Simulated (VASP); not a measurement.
A run of VASP 6.6.1:

Contents of INCAR:

```
SYSTEM = ZnAu
  PREC = Accurate
  ENCUT = 520
  EDIFF = 1E-7
  ISMEAR = 0
  SIGMA = 0.1
  LREAL = .False.
  LASPH = .True.
  NELM = 60
  ALGO = Normal
  ISIF = 2
  LWAVE = .False.
  LCHARG = .False.
  GGA = PE
  NBANDS = 18
```

File KPOINTS:

```
Automatic mesh
0
Gamma
  14 14 14
  0 0 0
```

The input POSCAR:

```
ZnAu
1.0
    3.2922025800      0.0000000000      0.0000000000
    0.0000000000      3.2922025800      0.0000000000
    0.0000000000      0.0000000000      3.2922025800
Zn Au
1 1
Direct
    0.5000000000      0.5000000000      0.5000000000
    0.0000000000      0.0000000000      0.0000000000
```

Potentials or basis: VASP PAW PBE potentials, release 64 (Zn, Au).

The run is started by

```sh
$ cat potpaw_PBE.64/Zn/POTCAR potpaw_PBE.64/Au/POTCAR > POTCAR
$ mpirun -np 1 vasp_std > vasp.out
```

Hardware: 1 thread of Intel(R) Xeon(R) 6975P-C (Granite Rapids), on a shared host.

Problem. How long does it take, and how much memory?

Solution. It took 17 s on 1 thread of Intel(R) Xeon(R) 6975P-C (Granite Rapids), with other jobs on the host, peak memory 0.2 GiB. Counts: scf iterations 13, k points 120.
